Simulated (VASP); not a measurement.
# Zr (C2/m) in VASP: single point with PBEsol

Aim: the single point of Zr with PBEsol.

Program: VASP 6.6.1. These are calculated values, not measurements. Logs are shortened: lines on timing, memory, paths and dates and some standing lists are left out, and cuts for length are marked.

## (1) The cell of the first run

Symmetry: C2/m, No. 12, monoclinic system. Conventional cell: a = 3.731 Å, b = 5.059 Å, c = 2.980 Å, α = 90.00°, β = 125.22°, γ = 90.00°. Zr (site symmetry 2/m) has 14 Zr at 2.98 to 3.73 Å within 3.9 Å.

## (2) Single point, PBEsol (strained)

INCAR

```
SYSTEM = Zr
  ALGO = Fast
  EDIFF = 1E-6
  ENCUT = 520
  GGA = PS
  ISIF = 2
  ISMEAR = 0
  LASPH = .True.
  LCHARG = .False.
  LREAL = .False.
  LWAVE = .False.
  NBANDS = 12
  NELM = 60
  PREC = Accurate
  SIGMA = 0.1
```

KPOINTS

```
k-points
0
Gamma
  14 14 14
  0 0 0
```

POSCAR

```
Zr
1.0
   -1.7619445000      1.7619445000      1.9411345000
    1.6855987000     -1.6855987000      1.7884429000
    1.8267787000      1.7504329000     -1.8647887000
Zr
1
Direct
    0.0000000000      0.0000000000      0.0000000000
```

Potentials or basis: VASP PAW PBE potentials, release 64 (Zr_sv).

Launch:

```console
$ cat potpaw_PBE.64/Zr_sv/POTCAR > POTCAR
$ mpirun -np 1 vasp_std > vasp.out
```

OUTCAR:

```text
SYSTEM = Zr
   EDIFF = 1E-6
   ENCUT = 520
   GGA = PS
   ISIF = 2
   ISMEAR = 0
   LASPH = .True.
   LREAL = .False.
   NELM = 60
   PREC = Accurate

 ion  position               nearest neighbor table
   1  0.000  0.000  0.000-

  LATTYP: Found a base centered monoclinic cell.
 ALAT       =     3.7311398989
 B/A-ratio  =     1.3558701355
 C/A-ratio  =     0.7987111426
 COS(beta)  =    -0.5767294654

  Lattice vectors:

 A1 = (  -1.7504329000,  -1.8267787000,  -1.8647887000)
 A2 = (   1.8267787000,   1.7504329000,  -1.8647887000)
 A3 = (   1.6855987000,  -1.6855987000,   1.7884429000)

Analysis of symmetry for initial positions (statically):
=====================================================================
 Subroutine PRICEL returns:
 Original cell was already a primitive cell.

 Routine SETGRP: Setting up the symmetry group for a
 base centered monoclinic supercell.

 Subroutine GETGRP returns: Found  4 space group operations
 (whereof  4 operations were pure point group operations)
 out of a pool of  4 trial point group operations.

The static configuration has the point symmetry C_2h.

Analysis of symmetry for dynamics (positions and initial velocities):
=====================================================================
 Subroutine PRICEL returns:
 Original cell was already a primitive cell.

 Routine SETGRP: Setting up the symmetry group for a
 base centered monoclinic supercell.

 Subroutine GETGRP returns: Found  4 space group operations
 (whereof  4 operations were pure point group operations)
 out of a pool of  4 trial point group operations.

The dynamic configuration has the point symmetry C_2h.

 Subroutine INISYM returns: Found  4 space group operations
 (whereof  4 operations are pure point group operations),
 and found     1 'primitive' translations

----------------------------------------------------------------------------------------

                                     Primitive cell

  volume of cell :      22.9768

  direct lattice vectors                    reciprocal lattice vectors
    -1.761944500  1.761944500  1.941134500     0.000554303  0.278993041  0.262427151
     1.685598700 -1.685598700  1.788442900     0.290879150 -0.011331807  0.274313261
     1.826778700  1.750432900 -1.864788700     0.279547344  0.279547344  0.000000000

  length of vectors
     3.158623116  2.980103012  3.143019671     0.383021453  0.399983568  0.395339645

  position of ions in fractional coordinates (direct lattice)
     0.000000000  0.000000000  0.000000000

  ion indices of the primitive-cell ions
   primitive index   ion index
                 1           1

----------------------------------------------------------------------------------------

 KPOINTS: k-points

Automatic generation of k-mesh.
 Grid dimensions read from file:
 generate k-points for:   14   14   14

 Generating k-lattice:

  Cartesian coordinates                     Fractional coordinates (reciprocal lattice)
     0.000039593  0.019928074  0.018744797     0.071428571 -0.000000000  0.000000000
     0.020777082 -0.000809415  0.019593804    -0.000000000  0.071428571  0.000000000
     0.019967667  0.019967667  0.000000000     0.000000000  0.000000000  0.071428571

  Length of vectors
     0.027358675  0.028570255  0.028238546

  Shift w.r.t. Gamma in fractional coordinates (k-lattice)
     0.000000000  0.000000000  0.000000000

 Subroutine IBZKPT returns following result:
 ===========================================

 Found    744 irreducible k-points:

 Following reciprocal coordinates:
            Coordinates               Weight
  0.000000  0.000000  0.000000      1.000000
  0.071429  0.000000  0.000000      4.000000
  0.142857 -0.000000  0.000000      4.000000
  0.214286 -0.000000 -0.000000      4.000000
  0.285714 -0.000000  0.000000      4.000000
  0.357143  0.000000  0.000000      4.000000
[... 16 lines left out ...]
 -0.000000  0.142857  0.000000      4.000000
  0.071429  0.142857  0.000000      4.000000
 [... further k-points ...]
   k-points           NKPTS =    744   k-points in BZ     NKDIM =    744   number of bands    NBANDS=     12
   number of dos      NEDOS =    301   number of ions     NIONS =      1
   total plane-waves  NPLWV =  13824
   dimension x,y,z NGX =    24 NGY =   24 NGZ =   24
   dimension x,y,z NGXF=    48 NGYF=   48 NGZF=   48
   ions per type =               1
   NGX,Y,Z   is equivalent  to a cutoff of  12.63, 13.39, 12.69 a.u.
   NGXF,Y,Z  is equivalent  to a cutoff of  25.26, 26.78, 25.39 a.u.
 SYSTEM =  Zr
   PREC   = accura    normal or accurate (medium, high low for compatibility)
   ISTART =      0    job   : 0-new  1-cont  2-samecut
   ICHARG =      2    charge: 1-file 2-atom 10-const
   ISPIN  =      1    spin polarized calculation?
   LNONCOLLINEAR =      F non collinear calculations
   LSORBIT =      F    spin-orbit coupling
   LASPH  =      T    aspherical Exc in radial PAW
   ENCUT  =  520.0 eV  38.22 Ry    6.18 a.u.   5.87  5.54  5.84*2*pi/ulx,y,z
   NELM   =     60;   NELMIN=  2; NELMDL= -5     # of ELM steps
   EDIFF  = 0.1E-05   stopping-criterion for ELM
   LREAL  =      F    real-space projection
   EDIFFG = 0.1E-04   stopping-criterion for IOM
   NSW    =      0    number of steps for IOM
   IBRION =     -1    ionic relax: 0-MD 1-quasi-New 2-CG
   NFREE  =      0    steps in history (QN), initial steepest desc. (CG)
   ISIF   =      2    stress and relaxation
   ISYM   =      2    0-nonsym 1-usesym 2-fastsym
   POTIM  = 0.5000    time-step for ionic-motion
   TEBEG  =    0.0;   TEEND  =   0.0 temperature during run
   PSTRESS=    0.0 pullay stress
   NELECT =      12.0000    total number of electrons
   NUPDOWN=      -1.0000    fix difference up-down
   EMIN   =  10.00;   EMAX   =-10.00  energy-range for DOS
   EFERMI =   0.00;   METHOD = LEGACY
   ISMEAR =     0;   SIGMA  =   0.10  broadening in eV -4-tet -1-fermi 0-gaus
   EFERMI_NEDOS =   21; number of points for ismear=-14 and -15
   IALGO  =     68    algorithm
   IMIX   =      4    mixing-type and parameters
     AMIX     =   0.40;   BMIX     =  1.00
     AMIX_MAG =   1.60;   BMIX_MAG =  1.00
  volume/ion in A,a.u.               =      22.98       155.06
  Fermi-wavevector in a.u.,A,eV,Ry     =   1.318374  2.491365 23.648415  1.738109
  Thomas-Fermi vector in A             =   2.448348
   LORBIT       =      0    0 simple, 1 ext, 2 COOP (PROOUT), +10 PAW based schemes
   GGA     = PS    functional components
   LHFCALC =     F    Hartree Fock is set to
   AEXX    =    0.0000 exact exchange contribution
   IVDW    =     0    specifies the selected vdW correction
   LEPSILON=     F    determine dielectric tensor
   LRPA    =     F    only Hartree local field effects (RPA)
 non-spin polarized calculation
 RMM-DIIS sequential band-by-band and
 Gauss-broadening in eV      SIGMA  =   0.10
  energy-cutoff  :      520.00
  volume of cell :       22.98
 maximum number of plane-waves:       637
   NGX = 11   NGY = 11   NGZ = 11

 number of electron      12.0000000 magnetization

 Free energy of the ion-electron system (eV)
  ---------------------------------------------------
  ext. energy  EPLUGINS =         0.00000000
  ---------------------------------------------------
  free energy    TOTEN  =        -8.99606986 eV

  energy without entropy =       -8.98644515  energy(sigma->0) =       -8.99125750

 E-fermi :   8.7262     XC(G=0): -11.2554

 val. band max:        8.7262188763   @ k =   0.2857   0.1429  -0.0000
 cond. band min:       8.7273996195   @ k =  -0.1429   0.2857   0.4286
 fundamental gap:      0.0011807432
 Fermi energy:         8.7262425335

 k-point     1 :       0.0000    0.0000    0.0000
  band No.  band energies     occupation
      1     -39.6552      2.00000
      2     -17.2146      2.00000
      3     -17.1970      2.00000
      4     -17.0648      2.00000
      5       3.3310      2.00000
      6       9.2813      0.00000
      7       9.8418      0.00000
      8      10.3547      0.00000
      9      12.0686      0.00000
     10      12.8001      0.00000
     11      20.4252      0.00000
     12      21.4263      0.00000

 k-point     2 :       0.0714    0.0000    0.0000
  band No.  band energies     occupation
      1     -39.6486      2.00000
      2     -17.2605      2.00000
      3     -17.2105      2.00000
      4     -17.0684      2.00000
      5       3.4966      2.00000
      6       9.2385      0.00000
      7       9.7814      0.00000
      8      10.4390      0.00000
      9      12.0108      0.00000
     10      12.7586      0.00000
     11      20.7940      0.00000
     12      21.6021      0.00000

 k-point     3 :       0.1429   -0.0000    0.0000
  band No.  band energies     occupation
      1     -39.6298      2.00000
      2     -17.3962      2.00000
      3     -17.2406      2.00000
      4     -17.0765      2.00000
      5       3.9643      2.00000
      6       9.0981      0.00000
      7       9.5042      0.00000
      8      10.8192      0.00000
      9      11.9281      0.00000
     10      12.7112      0.00000
     11      21.5172      0.00000
     12      21.9974      0.00000
[... 286 lines left out ...]
 k-point    23 :      -0.0000    0.1429    0.0000
  band No.  band energies     occupation
      1     -39.6202      2.00000
      2     -17.3417      2.00000
      3     -17.2267      2.00000
      4     -17.2023      2.00000
      5       4.0230      2.00000
      6       9.5164      0.00000
      7       9.7175      0.00000
      8      10.5315      0.00000
      9      11.4645      0.00000
     10      12.5110      0.00000
     11      21.1982      0.00000
     12      22.8823      0.00000

 k-point    24 :       0.0714    0.1429    0.0000
  band No.  band energies     occupation
      1     -39.6036      2.00000
      2     -17.4702      2.00000
      3     -17.2428      2.00000
      4     -17.2074      2.00000
      5       4.4372      2.00000
      6       9.1981      0.00000
      7       9.4851      0.00000
      8      11.1420      0.00000
      9      11.3168      0.00000
     10      12.6740      0.00000
     11      21.6277      0.00000
     12      22.8931      0.00000

 [... further k-points ...]

------------------------ aborting loop because EDIFF is reached ----------------------------------------

  FORCE on cell =-STRESS in cart. coord.  units (eV):
  Direction    XX          YY          ZZ          XY          YZ          ZX
  --------------------------------------------------------------------------------------
  -------------------------------------------------------------------------------------
  Total       -0.6184894     -0.6184894     -0.5858383     -0.0995512     -0.1375328      0.1375328
  in kB      -43.1273538    -43.1273538    -40.8505885     -6.9417221     -9.5901800      9.5901788
  external PRESSURE =     -42.3684320 kB  Pullay stress =       0.0000000 kB

 VOLUME and BASIS-vectors are now :
 -----------------------------------------------------------------------------
  energy-cutoff  :      520.00
  volume of cell :       22.98
      direct lattice vectors                 reciprocal lattice vectors
    -1.761944500  1.761944500  1.941134500     0.000554303  0.278993041  0.262427151
     1.685598700 -1.685598700  1.788442900     0.290879150 -0.011331807  0.274313261
     1.826778700  1.750432900 -1.864788700     0.279547344  0.279547344  0.000000000

 POSITION                                       TOTAL-FORCE (eV/Angst)
 -----------------------------------------------------------------------------------
      0.00000      0.00000      0.00000         0.000000     -0.000000      0.000000
 -----------------------------------------------------------------------------------
    total drift:                               -0.000000      0.000000      0.000000

  FREE ENERGIE OF THE ION-ELECTRON SYSTEM (eV)
  ---------------------------------------------------
  free  energy   TOTEN  =        -8.9960698631 eV

  energy  without entropy=       -8.9864451465  energy(sigma->0) =       -8.99125750
```

Run time: 4.8 min. Hardware: 1 thread of AMD EPYC 7R32 (Zen 2), shared host; peak memory 0.27 GiB.

What came out:

- Free energy: -8.9961 eV
- Pressure: -4.2 GPa
- Band gap on the k mesh: zero (bands 6 and 7 overlap by 1.62 eV)

Levels at points of the mesh, in eV from the Fermi level:
```csv
k point,band 4,band 5,band 6,band 7,band 8,band 9
"(0.00, 0.00, 0.00)",-25.79,-5.40,0.56,1.12,1.63,3.34
"(0.50, 0.00, 0.00)",-25.83,-2.84,-0.60,1.30,3.50,4.62
"(0.00, 0.50, 0.00)",-25.92,-2.80,-0.39,1.83,2.99,4.12
"(0.50, 0.50, 0.00)",-25.95,-2.82,-1.03,2.17,3.97,4.34
"(0.00, 0.00, 0.50)",-25.87,-2.84,-1.16,1.67,4.37,4.79
"(0.50, 0.50, 0.50)",-26.48,-2.66,-2.51,5.36,5.52,6.32
```

Caveat: the cell differs from its parent crystal (strained); the cell stands under tension; the PAW data sets were made with another functional, which shifts forces and pressure a little.
